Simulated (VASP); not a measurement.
# ZnSe (F-43m) in VASP: a series of runs, part 2 of 2

VASP 6.6.1. The steps go on from the part before.

### Step 3. Single point, PBEsol

This run uses another cell than the first one, of 19.05 Å³/atom, 0.931 times its volume.

The input, INCAR:

```
PREC = Accurate ; ENCUT = 520
EDIFF = 1E-6 ; ISMEAR = 0
SIGMA = 0.01 ; LREAL = False
LASPH = True ; NELM = 100
ALGO = Normal ; ISIF = 2
LWAVE = False ; LCHARG = True
GGA = PS ; LELF = True
LVHAR = True ; NBANDS = 16
```

The input, KPOINTS:

```
regular mesh
0
Gamma
  8 8 8
```

The input, POSCAR:

```
ZnSe
1.0
    2.6705530190      2.6705530190      0.0000000000
   -2.6705530190      2.6705530190      0.0000000000
    0.0000000000      2.6705530190      2.6705530190
Zn Se
1 1
Direct
    0.0000000000      0.0000000000      0.0000000000
    0.7500000000      0.2500000000      0.5000000000
```

Potentials or basis: VASP PAW PBE potentials, release 64 (Zn, Se).

Run with:

```bash
$ cat potpaw_PBE.64/Zn/POTCAR potpaw_PBE.64/Se/POTCAR > POTCAR
$ mpirun -np 1 vasp_std > vasp.out
```

OUTCAR:

```text
PREC = Accurate
   ENCUT = 520
   EDIFF = 1E-6
   ISMEAR = 0
   LREAL = False
   LASPH = True
   NELM = 100
   ISIF = 2
   GGA = PS

 ion  position               nearest neighbor table
   1  0.000  0.000  0.000-   2 2.31   2 2.31   2 2.31   2 2.31
   2  0.750  0.250  0.500-   1 2.31   1 2.31   1 2.31   1 2.31

  LATTYP: Found a face centered cubic cell.
 ALAT       =     5.3411060380

  Lattice vectors:

 A1 = (   0.0000000000,   2.6705530190,   2.6705530190)
 A2 = (   2.6705530190,   0.0000000000,   2.6705530190)
 A3 = (   2.6705530190,   2.6705530190,   0.0000000000)

Analysis of symmetry for initial positions (statically):
=====================================================================
 Subroutine PRICEL returns:
 Original cell was already a primitive cell.

 Routine SETGRP: Setting up the symmetry group for a
 face centered cubic supercell.

 Subroutine GETGRP returns: Found 24 space group operations
 (whereof 24 operations were pure point group operations)
 out of a pool of 48 trial point group operations.

The static configuration has the point symmetry T_d .

Analysis of symmetry for dynamics (positions and initial velocities):
[... 153 lines left out ...]
  ext. energy  EPLUGINS =         0.00000000
  ---------------------------------------------------
  free energy    TOTEN  =        -6.49150637 eV

  energy without entropy =       -6.49150637  energy(sigma->0) =       -6.49150637

 E-fermi :   3.2683     XC(G=0): -10.3596

 val. band max:        3.1904765782   @ k =   0.0000   0.0000   0.0000
 cond. band min:       5.1162324756   @ k =   0.0000   0.0000   0.0000
 fundamental gap:      1.9257558974
 Fermi energy:         3.2682562757

 k-point     1 :       0.0000    0.0000    0.0000
  band No.  band energies     occupation
      1     -11.4217      2.00000
      2      -4.1999      2.00000
      3      -4.1999      2.00000
      4      -4.1999      2.00000
      5      -3.6462      2.00000
      6      -3.6462      2.00000
[... 433 lines left out ...]
      3      -4.0037      2.00000
      4      -3.7319      2.00000
      5      -3.6407      2.00000
      6      -3.3492      2.00000
[... 8 lines left out ...]
     15      16.3969      0.00000
     16      17.5402      0.00000

 [... further k-points ...]
[... 5 lines left out ...]
  --------------------------------------------------------------------------------------
  -------------------------------------------------------------------------------------
  Total        3.6707970      3.6707970      3.6707970      0.0000000      0.0000000     -0.0000000
  in kB      154.3964623    154.3964623    154.3964623      0.0000000      0.0000000     -0.0000000
  external PRESSURE =     154.3964623 kB  Pullay stress =       0.0000000 kB

 VOLUME and BASIS-vectors are now :
 -----------------------------------------------------------------------------
  energy-cutoff  :      520.00
  volume of cell :       38.09
      direct lattice vectors                 reciprocal lattice vectors
     2.670553019  2.670553019  0.000000000     0.187227139  0.187227139 -0.187227139
    -2.670553019  2.670553019  0.000000000    -0.187227139  0.187227139 -0.187227139
     0.000000000  2.670553019  2.670553019     0.000000000  0.000000000  0.374454277

 POSITION                                       TOTAL-FORCE (eV/Angst)
 -----------------------------------------------------------------------------------
      0.00000      0.00000      0.00000        -0.000000     -0.000000      0.000000
      1.33528      4.00583      1.33528         0.000000      0.000000      0.000000
 -----------------------------------------------------------------------------------
    total drift:                               -0.000001      0.000000     -0.000000

  FREE ENERGIE OF THE ION-ELECTRON SYSTEM (eV)
  ---------------------------------------------------
  free  energy   TOTEN  =        -6.4915063750 eV

  energy  without entropy=       -6.4915063750  energy(sigma->0) =       -6.49150637
```

stdout:

```text
POSCAR found type information on POSCAR ZnSe
 POSCAR found :  2 types and       2 ions
 scaLAPACK will be used
 -----------------------------------------------------------------------------
|                                                                             |
|                                                                             |
|     You enforced a specific xc type in the INCAR file but a different       |
|     I HOPE YOU KNOW WHAT YOU ARE DOING!                                     |
|                                                                             |
 -----------------------------------------------------------------------------

 LDA part: xc-table for (Slater+PW92), standard interpolation
 POSCAR, INCAR and KPOINTS ok, starting setup
 FFT: planning ... GRIDC
 FFT: planning ... GRID_SOFT
 FFT: planning ... GRID
 WAVECAR not read
 entering main loop
```

Wall time 36 s (1 thread of AMD EPYC 7R13, shared host); peak memory 0.13 GiB.

What came out:

```yaml
Free_energy: -6.4915 eV
Pressure: 15.4 GPa
Band_gap_on_the_k_mesh: 1.93 eV, direct
```

Levels at points of the mesh, in eV from the valence-band top:
```
           k point  band 5  band 6  band 7  band 8  band 9  band 10  band 11  band 12  band 13  band 14
(0.00, 0.00, 0.00)   -6.84   -6.84    0.00    0.00    0.00     1.93     5.61     5.61     5.61    10.42
(0.50, 0.00, 0.00)   -6.81   -6.66   -6.52   -1.17   -1.17     2.74     6.20     6.20     8.72    11.85
(0.50, 0.50, 0.00)   -6.76   -6.59   -5.61   -2.93   -2.93     2.37     3.23    12.07    12.44    12.44
```

Caveat: the PAW data sets were made with another functional, which shifts forces and pressure a little.

### Step 4. Single point, PBEsol

This run uses another cell than the first one, of 19.86 Å³/atom, 0.971 times its volume.

The input, INCAR:

```
SYSTEM = ZnSe
  PREC = Accurate
  ENCUT = 520
  EDIFF = 1E-6
  ISMEAR = 0
  SIGMA = 0.01
  LREAL = .FALSE.
  LASPH = .TRUE.
  NELM = 80
  ALGO = Normal
  ISIF = 2
  LWAVE = .FALSE.
  LCHARG = .FALSE.
  GGA = PS
  NBANDS = 16
```

The input, KPOINTS:

```
regular mesh
0
G
  8 8 8
  0 0 0
```

The input, POSCAR:

```
ZnSe
1.0
    2.7082940006      2.7082940006      0.0000000000
   -2.7082940006      2.7082940006      0.0000000000
    0.0000000000      2.7082940006      2.7082940006
Zn Se
1 1
Direct
    0.0000000000      0.0000000000      0.0000000000
    0.7500000000      0.2500000000      0.5000000000
```

Potentials or basis: VASP PAW PBE potentials, release 64 (Zn, Se).

Run with:

```bash
$ cat potpaw_PBE.64/Zn/POTCAR potpaw_PBE.64/Se/POTCAR > POTCAR
$ mpirun -np 1 vasp_std > vasp.out
```

OUTCAR:

```text
SYSTEM = ZnSe
   PREC = Accurate
   ENCUT = 520
   EDIFF = 1E-6
   ISMEAR = 0
   LREAL = .FALSE.
   LASPH = .TRUE.
   NELM = 80
   ISIF = 2
   GGA = PS

 ion  position               nearest neighbor table
   1  0.000  0.000  0.000-   2 2.35   2 2.35   2 2.35   2 2.35
   2  0.750  0.250  0.500-   1 2.35   1 2.35   1 2.35   1 2.35

  LATTYP: Found a face centered cubic cell.
 ALAT       =     5.4165880012

  Lattice vectors:

 A1 = (   0.0000000000,   2.7082940006,   2.7082940006)
 A2 = (   2.7082940006,   0.0000000000,   2.7082940006)
 A3 = (   2.7082940006,   2.7082940006,   0.0000000000)

Analysis of symmetry for initial positions (statically):
=====================================================================
 Subroutine PRICEL returns:
 Original cell was already a primitive cell.

 Routine SETGRP: Setting up the symmetry group for a
 face centered cubic supercell.

 Subroutine GETGRP returns: Found 24 space group operations
 (whereof 24 operations were pure point group operations)
 out of a pool of 48 trial point group operations.

The static configuration has the point symmetry T_d .

Analysis of symmetry for dynamics (positions and initial velocities):
=====================================================================
 Subroutine PRICEL returns:
 Original cell was already a primitive cell.

 Routine SETGRP: Setting up the symmetry group for a
 face centered cubic supercell.

 Subroutine GETGRP returns: Found 24 space group operations
 (whereof 24 operations were pure point group operations)
 out of a pool of 48 trial point group operations.

The dynamic configuration has the point symmetry T_d .

 Subroutine INISYM returns: Found 24 space group operations
 (whereof 24 operations are pure point group operations),
 and found     1 'primitive' translations
[... 103 lines left out ...]
   POTIM  = 0.5000    time-step for ionic-motion
   TEBEG  =    0.0;   TEEND  =   0.0 temperature during run
   PSTRESS=    0.0 pullay stress
   NELECT =      18.0000    total number of electrons
   NUPDOWN=      -1.0000    fix difference up-down
   EMIN   =  10.00;   EMAX   =-10.00  energy-range for DOS
   EFERMI =   0.00;   METHOD = LEGACY
   ISMEAR =     0;   SIGMA  =   0.01  broadening in eV -4-tet -1-fermi 0-gaus
   EFERMI_NEDOS =   21; number of points for ismear=-14 and -15
   IALGO  =     38    algorithm
   IMIX   =      4    mixing-type and parameters
     AMIX     =   0.40;   BMIX     =  1.00
     AMIX_MAG =   1.60;   BMIX_MAG =  1.00
  volume/ion in A,a.u.               =      19.86       134.06
  Fermi-wavevector in a.u.,A,eV,Ry     =   1.257361  2.376067 21.510209  1.580956
  Thomas-Fermi vector in A             =   2.391023
   LORBIT       =      0    0 simple, 1 ext, 2 COOP (PROOUT), +10 PAW based schemes
   GGA     = PS    functional components
   LHFCALC =     F    Hartree Fock is set to
   AEXX    =    0.0000 exact exchange contribution
   IVDW    =     0    specifies the selected vdW correction
   LEPSILON=     F    determine dielectric tensor
   LRPA    =     F    only Hartree local field effects (RPA)
 non-spin polarized calculation
 Gauss-broadening in eV      SIGMA  =   0.01
  energy-cutoff  :      520.00
  volume of cell :       39.73
 maximum number of plane-waves:      1090
   NGX = 15   NGY = 15   NGZ = 15

 number of electron      17.9999996 magnetization

 Free energy of the ion-electron system (eV)
  ---------------------------------------------------
  ext. energy  EPLUGINS =         0.00000000
  ---------------------------------------------------
  free energy    TOTEN  =        -6.62311321 eV

  energy without entropy =       -6.62311321  energy(sigma->0) =       -6.62311321

 E-fermi :   2.8360     XC(G=0): -10.1582

 val. band max:        2.7541789977   @ k =   0.0000   0.0000   0.0000
 cond. band min:       4.4926517237   @ k =   0.0000   0.0000   0.0000
 fundamental gap:      1.7384727260
 Fermi energy:         2.8360353958

 k-point     1 :       0.0000    0.0000    0.0000
  band No.  band energies     occupation
      1     -11.5111      2.00000
      2      -4.4059      2.00000
      3      -4.4059      2.00000
      4      -4.4059      2.00000
      5      -3.8988      2.00000
      6      -3.8988      2.00000
[... 433 lines left out ...]
      3      -4.2227      2.00000
      4      -3.9668      2.00000
      5      -3.8927      2.00000
      6      -3.6228      2.00000
[... 8 lines left out ...]
     15      15.8338      0.00000
     16      16.8816      0.00000

 [... further k-points ...]
[... 5 lines left out ...]
  --------------------------------------------------------------------------------------
  -------------------------------------------------------------------------------------
  Total        2.5843835      2.5843835      2.5843835     -0.0000000      0.0000000      0.0000000
  in kB      104.2197746    104.2197746    104.2197746     -0.0000000      0.0000000      0.0000000
  external PRESSURE =     104.2197746 kB  Pullay stress =       0.0000000 kB

 VOLUME and BASIS-vectors are now :
 -----------------------------------------------------------------------------
  energy-cutoff  :      520.00
  volume of cell :       39.73
      direct lattice vectors                 reciprocal lattice vectors
     2.708294001  2.708294001  0.000000000     0.184618066  0.184618066 -0.184618066
    -2.708294001  2.708294001  0.000000000    -0.184618066  0.184618066 -0.184618066
     0.000000000  2.708294001  2.708294001     0.000000000  0.000000000  0.369236132

 POSITION                                       TOTAL-FORCE (eV/Angst)
 -----------------------------------------------------------------------------------
      0.00000      0.00000      0.00000         0.000000      0.000000      0.000000
      1.35415      4.06244      1.35415        -0.000000     -0.000000     -0.000000
 -----------------------------------------------------------------------------------
    total drift:                               -0.000000      0.000000     -0.000000

  FREE ENERGIE OF THE ION-ELECTRON SYSTEM (eV)
  ---------------------------------------------------
  free  energy   TOTEN  =        -6.6231132072 eV

  energy  without entropy=       -6.6231132072  energy(sigma->0) =       -6.62311321
```

stdout:

```text
POSCAR found type information on POSCAR ZnSe
 POSCAR found :  2 types and       2 ions
 scaLAPACK will be used
 -----------------------------------------------------------------------------
|                                                                             |
|                                                                             |
|     You enforced a specific xc type in the INCAR file but a different       |
|     I HOPE YOU KNOW WHAT YOU ARE DOING!                                     |
|                                                                             |
 -----------------------------------------------------------------------------

 LDA part: xc-table for (Slater+PW92), standard interpolation
 POSCAR, INCAR and KPOINTS ok, starting setup
 FFT: planning ... GRIDC
 FFT: planning ... GRID_SOFT
 FFT: planning ... GRID
 WAVECAR not read
 entering main loop
```

It took 28 s on 1 thread of AMD EPYC 7R13, shared host; peak memory 0.14 GiB.

What came out:

* Free energy: -6.6231 eV
* Pressure: 10.4 GPa
* Band gap on the k mesh: 1.74 eV, direct

Caveat: the PAW data sets were made with another functional, which shifts forces and pressure a little. Expect the measured gap to be larger: semilocal functionals such as PBEsol lack the derivative discontinuity.

### Step 5. Single point, PBEsol

The input, INCAR:

```
SYSTEM = ZnSe
  ALGO = Normal
  EDIFF = 1E-7
  ENCUT = 520
  GGA = PS
  ISIF = 2
  ISMEAR = 0
  LASPH = .TRUE.
  LCHARG = .FALSE.
  LREAL = .FALSE.
  LWAVE = .FALSE.
  NBANDS = 16
  NELM = 80
  PREC = Accurate
  SIGMA = 0.01
```

The input, KPOINTS:

```
k-points
0
G
  8 8 8
  0 0 0
```

The input, POSCAR:

```
ZnSe
1.0
    2.7354171504      2.7354171504      0.0000000000
   -2.7354171504      2.7354171504      0.0000000000
    0.0000000000      2.7354171504      2.7354171504
Zn Se
1 1
Direct
    0.0000000000      0.0000000000      0.0000000000
    0.7500000000      0.2500000000      0.5000000000
```

Run with:

```bash
$ cat potpaw_PBE.64/Zn/POTCAR potpaw_PBE.64/Se/POTCAR > POTCAR
$ mpirun -np 1 vasp_std > vasp.out
```

Run time: 29 s. Hardware: 1 thread of AMD EPYC 7R13, shared host; peak memory 0.15 GiB.

It converged, with:

| Quantity | Value |
| --- | --- |
| Free energy | -6.6899 eV |
| Pressure | 7.4 GPa |
| Band gap on the k mesh | 1.61 eV, direct |

Levels at points of the mesh, in eV from the valence-band top:
```tsv
k point	band 5	band 6	band 7	band 8	band 9	band 10	band 11	band 12	band 13	band 14
(0.00, 0.00, 0.00)	-6.53	-6.53	0.00	0.00	0.00	1.61	5.68	5.68	5.68	10.15
(0.50, 0.00, 0.00)	-6.51	-6.34	-6.01	-1.04	-1.04	2.62	6.26	6.26	8.63	11.39
(0.50, 0.50, 0.00)	-6.47	-6.32	-5.27	-2.62	-2.62	2.57	3.32	11.44	11.91	11.91
```

Caveat: the PAW data sets were made with another functional, which shifts forces and pressure a little. As with any semilocal functional, this PBEsol gap is likely too small.

### Step 6. Overview

| spin | cell | gap on the mesh (eV) | pressure (GPa) |
| --- | --- | --- | --- |
| non-collinear, zero start, SOC | a = 3.868 Å, angles 60.0, 60.0, 90.0°, 2 atoms | - | 7.4 |
| off | a = 3.777 Å, angles 60.0, 60.0, 90.0°, 2 atoms | 1.93 | 15.4 |
| off | a = 3.830 Å, angles 60.0, 60.0, 90.0°, 2 atoms | 1.74 | 10.4 |
| off | a = 3.868 Å, angles 60.0, 60.0, 90.0°, 2 atoms | 1.61 | 7.4 |

Alike in all rows: task single point; level PBEsol; potentials or basis VASP PAW PBE potentials, release 64 (Zn, Se); k mesh 8 × 8 × 8; cutoff (eV) 520; smearing gaussian 0.01 eV.

Caveats: the PAW data sets were made with another functional, which shifts forces and pressure a little.

Total energies depend on the potentials used, so only differences within one code and one set of settings carry meaning.
